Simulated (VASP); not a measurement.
The system is BaTiO3 (Barioperovskite).

```
Ba Ti O
1.0
     3.98550    0.00000    0.00000
     0.00000    2.83690    2.84515
     0.00000   -2.83690    2.84515
Ba Ti O
1 1 3
Direct
  0.00000 0.00000 0.00000
  0.50000 0.51240 0.51240
  0.50000 0.99184 0.50524
  0.50000 0.50524 0.99184
  0.00000 0.48740 0.48740
```

Base run:

| Item | Value |
| --- | --- |
| Program | VASP 6.6.1 |
| Functional | PBEsol |
| Potentials or basis | VASP PAW PBE potentials, release 64 (Ba_sv, Ti_sv, O) |
| Cutoff | 520 eV |
| k mesh | 7 × 7 × 7 |
| Occupations | fermi-dirac, width 0.05 eV |
| Spin | no spin polarisation |
| Hubbard terms | Ti d U = 2.0 eV |

Its results: band gap on the k mesh 2.09 eV, indirect (least direct gap 2.24 eV); pressure -0.4 GPa; largest force 0.229 eV/Å.

Question: The run is repeated on the same cell with these changes: hubbard terms from Ti d U = 2.0 eV to Ti d U = 3.0 eV. What comes out?

Answer: Band gap on the k mesh 2.21 eV, indirect (least direct gap 2.37 eV); pressure 0.3 GPa; largest force 0.271 eV/Å.

Caveats: the PAW data sets were made with another functional, which shifts forces and pressure a little; spin-orbit coupling is left out, which moves the levels of the heavy elements.

A k mesh can miss the band edges.
